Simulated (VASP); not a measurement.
Ir: single point with LDA

The system is Ir, a slab with vacuum.

```
CELL_PARAMETERS angstrom
2.69471 0.00000 0.00000
-1.34735 2.33369 0.00000
0.00000 0.00000 26.00110
ATOMIC_POSITIONS crystal
Ir 0.66667 0.33333 0.29046
Ir 0.33333 0.66667 0.37324
Ir 0.00000 0.00000 0.45749
Ir 0.66667 0.33333 0.54251
Ir 0.33333 0.66667 0.62676
Ir 0.00000 0.00000 0.70954
```

| Item | Value |
| --- | --- |
| Program | VASP 6.6.1 |
| Task | single point |
| Functional | LDA |
| Potentials or basis | VASP PAW LDA potentials, release 64 (Ir_sv_GW) |
| Cutoff | 420 eV |
| k mesh | 15 × 15 × 1 |
| Occupations | gaussian, width 0.1 eV |
| Spin | no spin polarisation |

```yaml
Largest_force: 0.079 eV/Å
Band_gap_on_the_k_mesh: zero (bands 51 and 52 overlap by 2.23 eV)
```

Forces in eV/Å, atoms in the order of the input:
```
Ir   0.000  0.000 -0.079
Ir   0.000  0.000  0.009
Ir   0.000  0.000 -0.001
Ir   0.000  0.000  0.001
Ir   0.000  0.000 -0.009
Ir   0.000  0.000  0.079
```

Levels at points of the mesh, in eV from the Fermi level:
| k point | band 47 | band 48 | band 49 | band 50 | band 51 | band 52 | band 53 | band 54 |
| --- | --- | --- | --- | --- | --- | --- | --- | --- |
| (0.00, 0.00, 0.00) | -2.37 | -1.28 | -1.28 | -1.27 | -1.27 | -0.97 | -0.97 | -0.40 |

It took 6.5 min on 1 thread of AMD EPYC 7R13 Processor (Zen 3) (shared host), peak memory 0.25 GiB.

Caveat: spin-orbit coupling is left out, which moves the levels of the heavy elements.
